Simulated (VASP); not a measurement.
Al3Ga5N8: single point with PBEsol

The system is Al3Ga5N8.

```
CELL_PARAMETERS angstrom
8.90474 0.00000 0.00000
0.00000 4.45237 0.00000
0.00000 0.00000 4.45237
ATOMIC_POSITIONS crystal
Al 0.99835 0.03272 0.99818
Al 0.23948 0.47234 0.02485
Al 0.00353 0.51765 0.51345
Ga 0.52276 0.99398 0.01242
Ga 0.75188 0.46332 0.00530
Ga 0.23461 0.98128 0.51911
Ga 0.75024 0.00918 0.50207
Ga 0.50257 0.52161 0.55393
N 0.13851 0.23579 0.22792
N 0.63213 0.27332 0.22673
N 0.36030 0.74373 0.20647
N 0.86644 0.72899 0.23325
N 0.37156 0.25009 0.76510
N 0.87095 0.26879 0.74168
N 0.13248 0.73665 0.73663
N 0.60630 0.72907 0.78289
```

```yaml
Program: VASP 6.6.1
Task: single point
Functional: PBEsol
Potentials_or_basis: VASP PAW PBE potentials, release 64 (Al, Ga_d, N)
Cutoff: 520 eV
k_mesh: 2 × 2 × 2, shifted
Occupations: fermi-dirac, width 0.05 eV
Spin: no spin polarisation
Dipole_correction: no
Charge: -1
Further_INCAR_settings: LREAL = Auto; ALGO = Normal; EDIFF = 1e-06; NBANDS = 71; NELECT = 115.0
```

```json
{"Largest force": "8.078 eV/Å"}
```

Forces in eV/Å, atoms in the order of the input:
```
Al   0.034 -2.000 -0.604
Al   3.739  2.885 -4.165
Al  -0.741 -1.179 -1.444
Ga  -4.809  1.845  1.270
Ga   0.959  4.103 -2.215
Ga   4.444  2.627 -2.416
Ga  -0.943 -0.918 -0.345
Ga  -4.502 -3.909 -5.450
N   -4.882 -1.550  3.468
N   -3.043 -2.761  4.895
N    1.379  0.781  3.068
N    2.794  2.005  1.080
N   -0.155 -0.637 -0.380
N    2.877 -1.205 -0.726
N   -3.294 -1.606  3.527
N    6.142  1.520  0.436
```

Levels at points of the mesh, in eV from the Fermi level:
| k point | band 54 | band 55 | band 56 | band 57 | band 58 | band 59 | band 60 | band 61 |
| --- | --- | --- | --- | --- | --- | --- | --- | --- |
| (0.25, 0.25, 0.25) | -4.75 | -4.62 | -4.32 | -3.37 | 0.03 | 0.25 | 0.41 | 0.81 |

Wall time 4 min on 1 thread of Intel Xeon 8259CL (shared host), peak memory 0.3 GiB.

Caveat: the k points lie up to 0.71 Å⁻¹ apart, too coarse for converged energies and pressures of a metal; the cell carries a net charge on a neutralising background, which shifts energy and pressure; the cell is charged against a uniform background, so pressure and absolute levels hang on convention; the PAW data sets were made with another functional, which shifts forces and pressure a little.
